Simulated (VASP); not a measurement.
# Ba3CoN3 (P6_3/m) in VASP: settings compared

Ba3CoN3 is run at these levels: PBE, PBE+U; tasks: electric field gradients.

Program: VASP 6.6.1. These are calculated values, not measurements. Logs are shortened: lines on timing, memory, paths and dates and some standing lists are left out, and cuts for length are marked.

**1. The cell of the first run**

Symmetry: P6_3/m, No. 176, hexagonal system. Conventional cell: a = 8.109 Å, b = 8.109 Å, c = 5.633 Å, α = 90.00°, β = 90.00°, γ = 120.00°. Ba (site symmetry m) has 5 N at 2.79 to 3.14 Å and 3 Co at 3.25 to 3.62 Å within 3.7 Å. Within 2.3 Å of Co (site symmetry -6) lie 3 N at 1.75 Å. Within 2.3 Å of N (site symmetry m) lie 1 Co at 1.75 Å.

**2. Electric field gradients, PBE, collinear spin, ferromagnetic start**

Input file INCAR:

```
SYSTEM = Ba3CoN3
ALGO = Normal
EDIFF = 1E-8
ENCUT = 520
GGA = PE
ISIF = 2
ISMEAR = -1
ISPIN = 2
KPAR = 4
LASPH = .TRUE.
LCHARG = .FALSE.
LEFG = .TRUE.
LMAXMIX = 4
LORBIT = 11
LREAL = .FALSE.
LWAVE = .FALSE.
MAGMOM = 0 0 0 0 0 0 4 4 0 0 0 0 0 0
NBANDS = 71
NELM = 150
PREC = Accurate
SIGMA = 0.05
```

Input file KPOINTS:

```
k-points
0
G
  5 5 6
  0 0 0
```

Input file POSCAR:

```
Ba3CoN3
1.0
    8.1085318833      0.0000000000      0.0000000000
   -4.0542659417      7.0221945984      0.0000000000
    0.0000000000      0.0000000000      5.6325270000
Ba Co N
6 2 6
Direct
    0.9187630100      0.6362260100      0.2500000000
    0.7174630000      0.0812369900      0.2500000000
    0.3637739900      0.2825370000      0.2500000000
    0.0812369900      0.3637739900      0.7500000000
    0.2825370000      0.9187630100      0.7500000000
    0.6362260100      0.7174630000      0.7500000000
    0.6666666667      0.3333333333      0.7500000000
    0.3333333333      0.6666666667      0.2500000000
    0.8723050100      0.5591070100      0.7500000000
    0.6868020000      0.1276949900      0.7500000000
    0.4408929900      0.3131980000      0.7500000000
    0.1276949900      0.4408929900      0.2500000000
    0.3131980000      0.8723050100      0.2500000000
    0.5591070100      0.6868020000      0.2500000000
```

Potentials or basis: VASP PAW PBE potentials, release 64 (Ba_sv, Co, N).

Command:

```sh
cat potpaw_PBE.64/Ba_sv/POTCAR potpaw_PBE.64/Co/POTCAR potpaw_PBE.64/N/POTCAR > POTCAR
mpirun -np 4 vasp_std > vasp.out
```

OUTCAR:

```text
SYSTEM = Ba3CoN3
   EDIFF = 1E-8
   ENCUT = 520
   GGA = PE
   ISIF = 2
   ISMEAR = -1
   ISPIN = 2
   LASPH = .TRUE.
   LORBIT = 11
   LREAL = .FALSE.
   NELM = 150
   PREC = Accurate

 ion  position               nearest neighbor table
   1  0.919  0.636  0.250-  13 2.79  12 2.84   9 2.87   9 2.87  14 3.14   8 3.25   7 3.62   7 3.62
                             5 3.89   5 3.89   6 3.89   6 3.89   3 3.95   2 3.95   4 4.18   4 4.18
   2  0.717  0.081  0.250-  14 2.79  13 2.84  10 2.87  10 2.87  12 3.14   8 3.25   7 3.62   7 3.62
                             4 3.89   4 3.89   6 3.89   6 3.89   3 3.95   1 3.95   5 4.18   5 4.18
   3  0.364  0.283  0.250-  12 2.79  14 2.84  11 2.87  11 2.87  13 3.14   8 3.25   7 3.62   7 3.62
                             4 3.89   4 3.89   5 3.89   5 3.89   1 3.95   2 3.95   6 4.18   6 4.18
   4  0.081  0.364  0.750-  10 2.79   9 2.84  12 2.87  12 2.87  11 3.14   7 3.25   8 3.62   8 3.62
                             2 3.89   2 3.89   3 3.89   3 3.89   6 3.95   5 3.95   1 4.18   1 4.18
   5  0.283  0.919  0.750-  11 2.79  10 2.84  13 2.87  13 2.87   9 3.14   7 3.25   8 3.62   8 3.62
                             1 3.89   1 3.89   3 3.89   3 3.89   6 3.95   4 3.95   2 4.18   2 4.18
   6  0.636  0.717  0.750-   9 2.79  11 2.84  14 2.87  14 2.87  10 3.14   7 3.25   8 3.62   8 3.62
                             1 3.89   1 3.89   2 3.89   2 3.89   4 3.95   5 3.95   3 4.18   3 4.18
   7  0.667  0.333  0.750-  10 1.75   9 1.75  11 1.75   4 3.25   5 3.25   6 3.25   2 3.62   2 3.62
                             1 3.62   1 3.62   3 3.62   3 3.62
   8  0.333  0.667  0.250-  13 1.75  12 1.75  14 1.75   1 3.25   2 3.25   3 3.25   5 3.62   5 3.62
                             4 3.62   4 3.62   6 3.62   6 3.62
   9  0.872  0.559  0.750-   7 1.75   6 2.79   4 2.84   1 2.87   1 2.87   5 3.14
  10  0.687  0.128  0.750-   7 1.75   4 2.79   5 2.84   2 2.87   2 2.87   6 3.14
  11  0.441  0.313  0.750-   7 1.75   5 2.79   6 2.84   3 2.87   3 2.87   4 3.14
  12  0.128  0.441  0.250-   8 1.75   3 2.79   1 2.84   4 2.87   4 2.87   2 3.14
  13  0.313  0.872  0.250-   8 1.75   1 2.79   2 2.84   5 2.87   5 2.87   3 3.14
  14  0.559  0.687  0.250-   8 1.75   2 2.79   3 2.84   6 2.87   6 2.87   1 3.14

  LATTYP: Found a hexagonal cell.
 ALAT       =     8.1085318833
 C/A-ratio  =     0.6946420241

  Lattice vectors:

 A1 = (   8.1085318833,   0.0000000000,   0.0000000000)
 A2 = (  -4.0542659417,   7.0221945984,   0.0000000000)
 A3 = (   0.0000000000,   0.0000000000,   5.6325270000)

Analysis of symmetry for initial positions (statically):
=====================================================================
 Subroutine PRICEL returns:
 Original cell was already a primitive cell.

 Routine SETGRP: Setting up the symmetry group for a
 hexagonal supercell.

 Subroutine GETGRP returns: Found 12 space group operations
 (whereof  6 operations were pure point group operations)
 out of a pool of 24 trial point group operations.

The static configuration has the point symmetry S_6 .
[... 3020 lines left out ...]
   4     -56.925   120.084   -63.159    13.012     0.000     0.000
   5      64.563    -1.405   -63.158   -83.154     0.000    -0.000
   6      87.100   -23.941   -63.159    70.142    -0.000    -0.000
   7      41.822    41.825   -83.647     0.003    -0.000    -0.000
   8      41.822    41.825   -83.647     0.003     0.000    -0.000
   9       4.077     8.810   -12.887     0.187    -0.000     0.000
  10       7.465     5.424   -12.889    -2.144     0.000     0.000
  11       7.791     5.097   -12.888     1.956    -0.000    -0.000
  12       4.077     8.810   -12.887     0.187     0.000    -0.000
  13       7.465     5.424   -12.889    -2.144    -0.000    -0.000
  14       7.791     5.097   -12.888     1.956     0.000     0.000
---------------------------------------------------------------------

 Electric field gradients after diagonalization (V/A^2)
 (convention: |V_zz| > |V_xx| > |V_yy|)
----------------------------------------------------------------------
 ion       V_xx      V_yy      V_zz     asymmetry (V_yy - V_xx)/ V_zz
----------------------------------------------------------------------
   1     -63.159   -57.877   121.036       0.044
   2     -63.158   -57.878   121.036       0.044
   3     -63.159   -57.877   121.036       0.044
   4     -63.159   -57.877   121.036       0.044
   5     -63.158   -57.878   121.036       0.044
   6     -63.159   -57.877   121.036       0.044
   7      41.827    41.820   -83.647       0.000
   8      41.827    41.820   -83.647       0.000
   9       8.818     4.069   -12.887       0.368
  10       8.819     4.070   -12.889       0.369
  11       8.818     4.069   -12.888       0.368
  12       8.818     4.069   -12.887       0.368
  13       8.819     4.070   -12.889       0.369
  14       8.818     4.069   -12.888       0.368
----------------------------------------------------------------------

           NMR quadrupolar parameters

 Cq : quadrupolar parameter    Cq=e*Q*V_zz/h
 eta: asymmetry parameters     (V_yy - V_xx)/ V_zz
 Q  : nuclear electric quadrupole moment in mb (millibarn)
----------------------------------------------------------------------
 ion       Cq(MHz)       eta       Q (mb)
----------------------------------------------------------------------
   1       0.293       0.044       1.000
   2       0.293       0.044       1.000
   3       0.293       0.044       1.000
   4       0.293       0.044       1.000
   5       0.293       0.044       1.000
   6       0.293       0.044       1.000
   7      -0.202       0.000       1.000
   8      -0.202       0.000       1.000
   9      -0.031       0.368       1.000
  10      -0.031       0.369       1.000
  11      -0.031       0.368       1.000
  12      -0.031       0.368       1.000
  13      -0.031       0.369       1.000
  14      -0.031       0.368       1.000
----------------------------------------------------------------------

 total charge

# of ion       s       p       d       tot
------------------------------------------
    1        2.020   5.590   0.375   7.985
    2        2.020   5.590   0.375   7.985
    3        2.020   5.590   0.375   7.985
    4        2.020   5.590   0.375   7.985
    5        2.020   5.590   0.375   7.985
    6        2.020   5.590   0.375   7.985
    7        0.583   0.756   7.353   8.692
    8        0.583   0.756   7.353   8.692
    9        1.277   2.311   0.000   3.587
   10        1.277   2.311   0.000   3.587
   11        1.277   2.311   0.000   3.587
   12        1.277   2.311   0.000   3.587
   13        1.277   2.311   0.000   3.587
   14        1.277   2.311   0.000   3.587
--------------------------------------------------
tot         20.950  48.914  16.953  86.817

 magnetization (x)

# of ion       s       p       d       tot
------------------------------------------
    1        0.000   0.005   0.005   0.010
    2        0.000   0.005   0.005   0.010
    3        0.000   0.005   0.005   0.010
    4        0.000   0.005   0.005   0.010
    5        0.000   0.005   0.005   0.010
    6        0.000   0.005   0.005   0.010
    7        0.003  -0.000   0.836   0.838
    8        0.003  -0.000   0.836   0.838
    9        0.004   0.121   0.000   0.124
   10        0.004   0.121   0.000   0.124
   11        0.004   0.121   0.000   0.124
   12        0.004   0.121   0.000   0.124
   13        0.004   0.121   0.000   0.124
   14        0.004   0.121   0.000   0.124
--------------------------------------------------
tot          0.028   0.750   1.701   2.480
```

OSZICAR:

```text
N       E                     dE             d eps       ncg     rms          rms(c)
DAV:   1     0.102643207347E+04    0.10264E+04   -0.46452E+04  5680   0.141E+03
DAV:   2     0.493212794753E+02   -0.97711E+03   -0.91382E+03  6384   0.342E+02
DAV:   3    -0.995372642235E+02   -0.14886E+03   -0.14490E+03  7520   0.144E+02
[... 17 lines left out ...]
DAV:  21    -0.814403639310E+02    0.83183E-07   -0.83280E-08  6616   0.218E-03    0.103E-03
DAV:  22    -0.814403638973E+02    0.33711E-07   -0.30834E-08  5177   0.802E-04    0.210E-04
DAV:  23    -0.814403639283E+02   -0.31000E-07   -0.49518E-09  3720   0.421E-04    0.252E-04
DAV:  24    -0.814403639390E+02   -0.10653E-07   -0.19271E-09  3673   0.309E-04    0.129E-04
DAV:  25    -0.814403639381E+02    0.85765E-09   -0.95890E-10  3680   0.124E-04
   1 F= -.81440364E+02 E0= -.81402843E+02  d E =-.750411E-01  mag=     2.8956
```

stdout:

```text
POSCAR found type information on POSCAR BaCoN
 POSCAR found :  3 types and      14 ions
 scaLAPACK will be used
 LDA part: xc-table for (Slater+PW92), standard interpolation
 POSCAR, INCAR and KPOINTS ok, starting setup
 FFT: planning ... GRIDC
 FFT: planning ... GRID_SOFT
 FFT: planning ... GRID
 WAVECAR not read
 entering main loop
ion   1

ion   2

ion   3

ion   4

ion   5

ion   6

ion   7

ion   8

ion   9

ion  10

ion  11

ion  12

ion  13

ion  14
```

Wall time 5.9 min (4 MPI ranks of Intel Xeon 6975P-C (Granite Rapids), shared host); peak memory 0.92 GiB.

Results:

| Property | Result |
| --- | --- |
| Free energy | -81.4404 eV |
| Pressure | -0.3 GPa |
| Largest force | 0.233 eV/Å |
| Net moment | 2.90 μB per cell |
| Site moments | Ba +0.01; Co +0.84; N +0.12 μB |
| Largest electric field gradient by atom | Ba +121.0; Co -83.6; N -12.9 V/Å² |
| Valence electrons inside the program's atomic spheres | Ba 7.99; Co 8.69; N 3.59 |

Forces on the atoms (eV/Å):
```
Ba   0.004  0.004  0.000
Ba   0.002 -0.006  0.000
Ba  -0.006  0.002  0.000
Ba  -0.004 -0.004  0.000
Ba  -0.002  0.006  0.000
Ba   0.006 -0.002  0.000
Co   0.000  0.000  0.000
Co   0.000  0.000  0.000
N   -0.066 -0.223  0.000
N   -0.160  0.169  0.000
N    0.227  0.054  0.000
N    0.066  0.223  0.000
N    0.160 -0.169  0.000
N   -0.227 -0.054  0.000
```

Stress tensor (GPa, compression positive):
```
-0.51  0.00  0.00
 0.00 -0.51  0.00
 0.00  0.00  0.16
```

Electric field gradients, principal values (V/Å²):
| atom | least | middle | greatest (by size) |
| --- | --- | --- | --- |
| 1 Ba | -57.877 | -63.159 | 121.036 |
| 2 Ba | -57.878 | -63.158 | 121.036 |
| 3 Ba | -57.877 | -63.159 | 121.036 |
| 4 Ba | -57.877 | -63.159 | 121.036 |
| 5 Ba | -57.878 | -63.158 | 121.036 |
| 6 Ba | -57.877 | -63.159 | 121.036 |
| 7 Co | 41.820 | 41.827 | -83.647 |
| 8 Co | 41.820 | 41.827 | -83.647 |
| 9 N | 4.069 | 8.818 | -12.887 |
| 10 N | 4.070 | 8.819 | -12.889 |
| 11 N | 4.069 | 8.818 | -12.888 |
| 12 N | 4.069 | 8.818 | -12.887 |
| 13 N | 4.070 | 8.819 | -12.889 |
| 14 N | 4.069 | 8.818 | -12.888 |

Caveat: without QUAD_EFG the Cq values of the log hold for a quadrupole moment of 1 mb, not for the nuclei; spin-orbit coupling is left out, which moves the levels of the heavy elements. With open d or f shells a metallic result of PBE can be an artefact of self-interaction; +U or a hybrid may open a gap.

(Part 1 of 2 ends here.)
